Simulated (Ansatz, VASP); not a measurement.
**Two plane-wave programs on Ge**

Contents of INCAR:

```
  PREC = Accurate
  ENCUT = 520
  EDIFF = 1E-6
  ISMEAR = 0
  SIGMA = 0.1
  LREAL = F
  LASPH = T
  NELM = 60
  ALGO = Normal
  ISIF = 2
  LWAVE = F
  LCHARG = F
  LDIPOL = T
  IDIPOL = 3
  DIPOL = 0.5 0.5 0.415
  GGA = PE
  IVDW = 12
  NBANDS = 36
```

Contents of KPOINTS:

```
Automatic mesh
0
Gamma
  9 9 1
```

File POSCAR:

```
Ge
1.0
    4.0226895460      0.0000000000      0.0000000000
   -2.0113447730      3.4837513384      0.0000000000
    0.0000000000      0.0000000000     18.8685220369
Ge
4
Direct
    0.3333333333      0.6666666667      0.2747571330
    0.6666666667      0.3333333333      0.2384924474
    0.0000000000      1.0000000000      0.5919129233
    0.3333333333      0.6666666667      0.5556482377
```

Input for Ansatz:

```yaml
crystal:
  lattice:
    - [4.022689546, 0.0, 0.0]
    - [-2.011344773, 3.4837513384, 0.0]
    - [0.0, 0.0, 18.8685220369]
  atoms:
    - { symbol: Ge, position: [0.3333333333, 0.6666666667, 0.274757133] }
    - { symbol: Ge, position: [0.6666666667, 0.3333333333, 0.2384924474] }
    - { symbol: Ge, position: [0.0, 1.0, 0.5919129233] }
    - { symbol: Ge, position: [0.3333333333, 0.6666666667, 0.5556482377] }
basis:
  ecutwfc: 420
kpoints:
  mp_grid: { grid: [9, 9, 1] }
hamiltonian:
  xc: pbe
  pseudopotentials: { kind: paw, azcp: { folder: soft_1 } }
  dispersion: d3bj
scf:
  occupations: { method: gaussian, width: 0.1 }
output:
  forces: true
  eigenvalues: true
efield:
  axis: 3
  dipole_correction: true
  ramp_width: 0.04
```

Alike in both runs: task single point; functional PBE; dispersion D3(BJ); k mesh 9 × 9 × 1; occupations gaussian, width 0.1 eV; no spin polarisation.

|  | VASP | Ansatz |
| --- | --- | --- |
| version | VASP 6.6.1 | Ansatz 0.2.0 |
| potentials or method | VASP PAW PBE potentials, release 64 (Ge_d), cutoff 520 eV | scalar-relativistic, plane waves, PAW |
| valence electrons in the cell | 56 | 56 |

```csv
,VASP,Ansatz,Ansatz less VASP
gap on the k mesh at the Fermi level (eV),none,none,-
rms of the force components (eV/Å),0.021,0.021,-0.0001
```

Atom by atom the forces differ by 0.000 eV/Å (rms over components). A gap of «none» marks a metal or a gap that the smearing closes.
